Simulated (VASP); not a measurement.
# Al (I4/mmm) in VASP: notebook

Al is run at these levels: PBEsol; tasks: single point.

Everything below comes from runs of VASP 6.6.1. Logs are shortened: lines on timing, memory, paths and dates and some standing lists are left out, and cuts for length are marked.

## Step 1: The cell of the first run

It takes space group I4/mmm (No. 139, tetragonal). The conventional cell has a = 2.550 Å, b = 2.550 Å, c = 5.100 Å, α = 90.00°, β = 90.00°, γ = 90.00°. Al (site symmetry 4/mmm) has 12 Al at 2.55 to 3.12 Å within 3.4 Å.

## Step 2: Single point, PBEsol

File INCAR:

```
SYSTEM = Al
ALGO = Fast
EDIFF = 1E-6
ENCUT = 520
GGA = PS
ISIF = 2
ISMEAR = 0
LASPH = .True.
LCHARG = .True.
LELF = .True.
LREAL = .False.
LVHAR = .True.
LWAVE = .False.
NBANDS = 8
NELM = 80
PREC = Accurate
SIGMA = 0.15
```

File KPOINTS:

```
k-points
0
Gamma
  22 22 22
  0 0 0
```

File POSCAR:

```
Al
1.0
    0.0000000000      1.8032519626      2.5497982752
    1.8032519626      0.0000000000      2.5497982752
    1.8032519626      1.8032519626      0.0000000000
Al
1
Direct
    0.0000000000      0.0000000000      0.0000000000
```

Potentials or basis: VASP PAW PBE potentials, release 64 (Al).

On the command line:

```console
> cat potpaw_PBE.64/Al/POTCAR > POTCAR
> mpirun -np 1 vasp_std > vasp.out
```

OUTCAR:

```text
SYSTEM = Al
   EDIFF = 1E-6
   ENCUT = 520
   GGA = PS
   ISIF = 2
   ISMEAR = 0
   LASPH = .True.
   LREAL = .False.
   NELM = 80
   PREC = Accurate

 ion  position               nearest neighbor table
   1  0.000  0.000  0.000-

  LATTYP: Found a body centered tetragonal cell.
 ALAT       =     2.5501833819
 C/A-ratio  =     1.9996979773

  Lattice vectors:

 A1 = (  -1.8032519626,   0.0000000000,   2.5497982752)
 A2 = (   1.8032519626,   0.0000000000,   2.5497982752)
 A3 = (   0.0000000000,   1.8032519626,  -2.5497982752)

Analysis of symmetry for initial positions (statically):
=====================================================================
 Subroutine PRICEL returns:
 Original cell was already a primitive cell.

 Routine SETGRP: Setting up the symmetry group for a
 body centered tetragonal supercell.

 Subroutine GETGRP returns: Found 16 space group operations
 (whereof 16 operations were pure point group operations)
 out of a pool of 16 trial point group operations.

The static configuration has the point symmetry D_4h.

Analysis of symmetry for dynamics (positions and initial velocities):
=====================================================================
 Subroutine PRICEL returns:
 Original cell was already a primitive cell.

 Routine SETGRP: Setting up the symmetry group for a
 body centered tetragonal supercell.

 Subroutine GETGRP returns: Found 16 space group operations
 (whereof 16 operations were pure point group operations)
 out of a pool of 16 trial point group operations.

The dynamic configuration has the point symmetry D_4h.

 Subroutine INISYM returns: Found 16 space group operations
 (whereof 16 operations are pure point group operations),
 and found     1 'primitive' translations

----------------------------------------------------------------------------------------

                                     Primitive cell

  volume of cell :      16.5824

  direct lattice vectors                    reciprocal lattice vectors
     0.000000000  1.803251963  2.549798275    -0.277276837  0.277276837  0.196093944
     1.803251963  0.000000000  2.549798275     0.277276837 -0.277276837  0.196093944
     1.803251963  1.803251963  0.000000000     0.277276837  0.277276837 -0.196093944

  length of vectors
     3.123009588  3.123009588  2.550183382     0.438426417  0.438426417  0.438426417

  position of ions in fractional coordinates (direct lattice)
     0.000000000  0.000000000  0.000000000

  ion indices of the primitive-cell ions
   primitive index   ion index
                 1           1

----------------------------------------------------------------------------------------

 KPOINTS: k-points

Automatic generation of k-mesh.
 Grid dimensions read from file:
 generate k-points for:   22   22   22

 Generating k-lattice:

  Cartesian coordinates                     Fractional coordinates (reciprocal lattice)
    -0.012603493  0.012603493  0.008913361     0.045454545  0.000000000  0.000000000
     0.012603493 -0.012603493  0.008913361     0.000000000  0.045454545  0.000000000
     0.012603493  0.012603493 -0.008913361     0.000000000  0.000000000  0.045454545

  Length of vectors
     0.019928474  0.019928474  0.019928474

  Shift w.r.t. Gamma in fractional coordinates (k-lattice)
     0.000000000  0.000000000  0.000000000

 Subroutine IBZKPT returns following result:
 ===========================================

 Found    834 irreducible k-points:

 Following reciprocal coordinates:
            Coordinates               Weight
  0.000000  0.000000  0.000000      1.000000
  0.045455  0.000000  0.000000      8.000000
  0.090909  0.000000  0.000000      8.000000
  0.136364 -0.000000  0.000000      8.000000
  0.181818 -0.000000  0.000000      8.000000
  0.227273 -0.000000  0.000000      8.000000
[... 16 lines left out ...]
  0.500000  0.045455  0.000000      8.000000
 -0.454545  0.045455  0.000000      8.000000
 [... further k-points ...]
   k-points           NKPTS =    834   k-points in BZ     NKDIM =    834   number of bands    NBANDS=      8
   number of dos      NEDOS =    301   number of ions     NIONS =      1
   total plane-waves  NPLWV =  11520
   dimension x,y,z NGX =    24 NGY =   24 NGZ =   20
   dimension x,y,z NGXF=    48 NGYF=   48 NGZF=   40
   ions per type =               1
   NGX,Y,Z   is equivalent  to a cutoff of  12.78, 12.78, 13.04 a.u.
   NGXF,Y,Z  is equivalent  to a cutoff of  25.55, 25.55, 26.08 a.u.
 SYSTEM =  Al
   PREC   = accura    normal or accurate (medium, high low for compatibility)
   ISTART =      0    job   : 0-new  1-cont  2-samecut
   ICHARG =      2    charge: 1-file 2-atom 10-const
   ISPIN  =      1    spin polarized calculation?
   LNONCOLLINEAR =      F non collinear calculations
   LSORBIT =      F    spin-orbit coupling
   LASPH  =      T    aspherical Exc in radial PAW
   ENCUT  =  520.0 eV  38.22 Ry    6.18 a.u.   5.81  5.81  4.74*2*pi/ulx,y,z
   NELM   =     80;   NELMIN=  2; NELMDL= -5     # of ELM steps
   EDIFF  = 0.1E-05   stopping-criterion for ELM
   LREAL  =      F    real-space projection
   EDIFFG = 0.1E-04   stopping-criterion for IOM
   NSW    =      0    number of steps for IOM
   IBRION =     -1    ionic relax: 0-MD 1-quasi-New 2-CG
   NFREE  =      0    steps in history (QN), initial steepest desc. (CG)
   ISIF   =      2    stress and relaxation
   ISYM   =      2    0-nonsym 1-usesym 2-fastsym
   POTIM  = 0.5000    time-step for ionic-motion
   TEBEG  =    0.0;   TEEND  =   0.0 temperature during run
   PSTRESS=    0.0 pullay stress
   NELECT =       3.0000    total number of electrons
   NUPDOWN=      -1.0000    fix difference up-down
   EMIN   =  10.00;   EMAX   =-10.00  energy-range for DOS
   EFERMI =   0.00;   METHOD = LEGACY
   ISMEAR =     0;   SIGMA  =   0.15  broadening in eV -4-tet -1-fermi 0-gaus
   EFERMI_NEDOS =   21; number of points for ismear=-14 and -15
   IALGO  =     68    algorithm
   IMIX   =      4    mixing-type and parameters
     AMIX     =   0.40;   BMIX     =  1.00
     AMIX_MAG =   1.60;   BMIX_MAG =  1.00
  volume/ion in A,a.u.               =      16.58       111.90
  Fermi-wavevector in a.u.,A,eV,Ry     =   0.925903  1.749704 11.664236  0.857297
  Thomas-Fermi vector in A             =   2.051808
   LORBIT       =      0    0 simple, 1 ext, 2 COOP (PROOUT), +10 PAW based schemes
   GGA     = PS    functional components
   LHFCALC =     F    Hartree Fock is set to
   AEXX    =    0.0000 exact exchange contribution
   IVDW    =     0    specifies the selected vdW correction
   LEPSILON=     F    determine dielectric tensor
   LRPA    =     F    only Hartree local field effects (RPA)
 non-spin polarized calculation
 RMM-DIIS sequential band-by-band and
 Gauss-broadening in eV      SIGMA  =   0.15
  energy-cutoff  :      520.00
  volume of cell :       16.58
 maximum number of plane-waves:       482
   NGX = 11   NGY = 11   NGZ =  9

 number of electron       3.0000000 magnetization

 Free energy of the ion-electron system (eV)
  ---------------------------------------------------
  ext. energy  EPLUGINS =         0.00000000
  ---------------------------------------------------
  free energy    TOTEN  =        -3.79692560 eV

  energy without entropy =       -3.79199475  energy(sigma->0) =       -3.79446017

 E-fermi :   7.7309     XC(G=0): -10.2181

 val. band max:        7.7219703484   @ k =  -0.4091   0.2727   0.0909
 cond. band min:       7.7322769434   @ k =   0.4091   0.2273   0.0000
 fundamental gap:      0.0103065950
 Fermi energy:         7.7308986697

 k-point     1 :       0.0000    0.0000    0.0000
  band No.  band energies     occupation
      1      -3.2246      2.00000
      2      17.8307      0.00000
      3      17.9792      0.00000
      4      18.9677      0.00000
      5      22.5568      0.00000
      6      22.5568      0.00000
      7      23.2410      0.00000
      8      23.2410      0.00000

 k-point     2 :       0.0455    0.0000    0.0000
  band No.  band energies     occupation
      1      -3.1659      2.00000
      2      17.0939      0.00000
      3      18.5349      0.00000
      4      18.7804      0.00000
      5      22.1804      0.00000
      6      22.3959      0.00000
      7      22.9811      0.00000
      8      23.4977      0.00000

 k-point     3 :       0.0909    0.0000    0.0000
  band No.  band energies     occupation
      1      -2.9900      2.00000
      2      16.3531      0.00000
      3      17.5076      0.00000
      4      19.5064      0.00000
      5      21.0020      0.00000
      6      22.1618      0.00000
      7      23.4937      0.00000
      8      24.0192      0.00000

 k-point     4 :       0.1364   -0.0000    0.0000
  band No.  band energies     occupation
      1      -2.6973      2.00000
      2      15.6447      0.00000
      3      16.1248      0.00000
      4      19.2483      0.00000
      5      20.9500      0.00000
      6      21.9907      0.00000
      7      24.1404      0.00000
      8      24.6678      0.00000

 k-point     5 :       0.1818   -0.0000    0.0000
  band No.  band energies     occupation
      1      -2.2887      2.00000
      2      14.3474      0.00000
      3      15.2298      0.00000
      4      18.3457      0.00000
      5      21.6680      0.00000
      6      21.9053      0.00000
      7      24.8555      0.00000
      8      25.4182      0.00000

 k-point     6 :       0.2273   -0.0000    0.0000
  band No.  band energies     occupation
      1      -1.7651      2.00000
      2      12.6766      0.00000
      3      14.7485      0.00000
      4      17.4988      0.00000
      5      21.9110      0.00000
      6      22.3475      0.00000
      7      25.6999      0.00000
      8      26.2598      0.00000

 k-point     7 :       0.2727   -0.0000    0.0000
  band No.  band energies     occupation
      1      -1.1281      2.00000
      2      11.0044      0.00000
      3      14.3841      0.00000
      4      16.7504      0.00000
      5      22.0095      0.00000
      6      22.9185      0.00000
      7      26.6544      0.00000
      8      27.1775      0.00000
[... 133 lines left out ...]
 k-point    20 :       0.3636    0.0455    0.0000
  band No.  band energies     occupation
      1      -0.0123      2.00000
      2       8.7792      0.00000
      3      12.6778      0.00000
      4      17.1838      0.00000
      5      21.6708      0.00000
      6      23.3315      0.00000
      7      27.5782      0.00000
      8      28.4761      0.00000

 k-point    21 :       0.4091    0.0455    0.0000
  band No.  band energies     occupation
      1       0.8893      2.00000
      2       7.2672      1.99999
      3      12.5728      0.00000
      4      16.6905      0.00000
      5      21.9953      0.00000
      6      23.7278      0.00000
      7      26.6742      0.00000
      8      28.4591      0.00000

 k-point    22 :       0.4545    0.0455    0.0000
  band No.  band energies     occupation
      1       1.8956      2.00000
      2       5.8446      2.00000
      3      12.5733      0.00000
      4      16.2862      0.00000
      5      22.4110      0.00000
      6      24.1812      0.00000
      7      25.8592      0.00000
      8      27.9482      0.00000

 k-point    23 :       0.5000    0.0455    0.0000
  band No.  band energies     occupation
      1       2.9901      2.00000
      2       4.5317      2.00000
      3      12.6780      0.00000
      4      15.9768      0.00000
      5      22.9093      0.00000
      6      24.6464      0.00000
      7      25.1511      0.00000
      8      27.3498      0.00000

 k-point    24 :      -0.4545    0.0455    0.0000
  band No.  band energies     occupation
      1       3.2067      2.00000
      2       4.2968      2.00000
      3      12.8851      0.00000
      4      15.7667      0.00000
      5      23.4436      0.00000
      6      24.5986      0.00000
      7      24.9776      0.00000
      8      26.9253      0.00000

 [... further k-points ...]

------------------------ aborting loop because EDIFF is reached ----------------------------------------

  FORCE on cell =-STRESS in cart. coord.  units (eV):
  Direction    XX          YY          ZZ          XY          YZ          ZX
  --------------------------------------------------------------------------------------
  -------------------------------------------------------------------------------------
  Total        1.7855313      1.7855313     -1.2306358      0.0000000      0.0000000      0.0000000
  in kB      172.5160083    172.5160083   -118.9026350      0.0000000      0.0000000      0.0000000
  external PRESSURE =      75.3764606 kB  Pullay stress =       0.0000000 kB

 VOLUME and BASIS-vectors are now :
 -----------------------------------------------------------------------------
  energy-cutoff  :      520.00
  volume of cell :       16.58
      direct lattice vectors                 reciprocal lattice vectors
     0.000000000  1.803251963  2.549798275    -0.277276837  0.277276837  0.196093944
     1.803251963  0.000000000  2.549798275     0.277276837 -0.277276837  0.196093944
     1.803251963  1.803251963  0.000000000     0.277276837  0.277276837 -0.196093944

 POSITION                                       TOTAL-FORCE (eV/Angst)
 -----------------------------------------------------------------------------------
      0.00000      0.00000      0.00000         0.000000     -0.000000      0.000000
 -----------------------------------------------------------------------------------
    total drift:                                0.000000      0.000000     -0.000000

  FREE ENERGIE OF THE ION-ELECTRON SYSTEM (eV)
  ---------------------------------------------------
  free  energy   TOTEN  =        -3.7969255988 eV

  energy  without entropy=       -3.7919947509  energy(sigma->0) =       -3.79446017
```

It took 42 s on 1 thread of Intel Xeon 6975P-C, shared host; peak memory 0.21 GiB.

What came out:

```yaml
Free_energy: -3.7969 eV
Pressure: 7.5 GPa
```

Stress tensor (GPa, compression positive):
```
 17.25   0.00   0.00
  0.00  17.25   0.00
  0.00   0.00 -11.89
```

Caveat: the PAW data sets were made with another functional, which shifts forces and pressure a little.

## Step 3: Single point, PBEsol

This run uses another cell than the first one, of the same volume but with other edges.

File INCAR:

```
SYSTEM = Al
PREC = Accurate
ENCUT = 520
EDIFF = 1E-6
ISMEAR = 0
SIGMA = 0.15
LREAL = .False.
LASPH = .True.
NELM = 60
ALGO = Normal
ISIF = 2
LWAVE = .False.
LCHARG = .False.
GGA = PS
NBANDS = 8
```

File KPOINTS:

```
Automatic mesh
0
Gamma
  22 22 22
  0 0 0
```

File POSCAR:

```
Al
1.0
    0.0000000000      2.1366492832      1.8161518907
    2.1366492832      0.0000000000      1.8161518907
    2.1366492832      2.1366492832      0.0000000000
Al
1
Direct
    0.0000000000      0.0000000000      0.0000000000
```

Potentials or basis: VASP PAW PBE potentials, release 64 (Al).

On the command line:

```console
> cat potpaw_PBE.64/Al/POTCAR > POTCAR
> mpirun -np 1 vasp_std > vasp.out
```

Run time: 42 s. Hardware: 1 thread of Intel Xeon 6975P-C, shared host; peak memory 0.21 GiB.

Results (log left out):

```
Free energy : -4.0482 eV
Pressure    : -0.7 GPa
```

Stress tensor (GPa, compression positive):
```
-3.05  0.00  0.00
 0.00 -3.05  0.00
 0.00  0.00  4.04
```

Levels at points of the mesh, in eV from the Fermi level:
```csv
k point,band 1,band 2,band 3,band 4
"(0.00, 0.00, 0.00)",-11.05,12.42,12.42,13.94
"(0.50, 0.00, 0.00)",-4.47,-4.22,9.62,9.78
"(0.50, 0.50, 0.00)",-1.01,0.73,3.74,3.74
"(0.50, 0.00, 0.50)",-3.59,-2.65,6.26,6.38
```

Caveat: the PAW data sets were made with another functional, which shifts forces and pressure a little.

(Continued in part 2 of 2.)
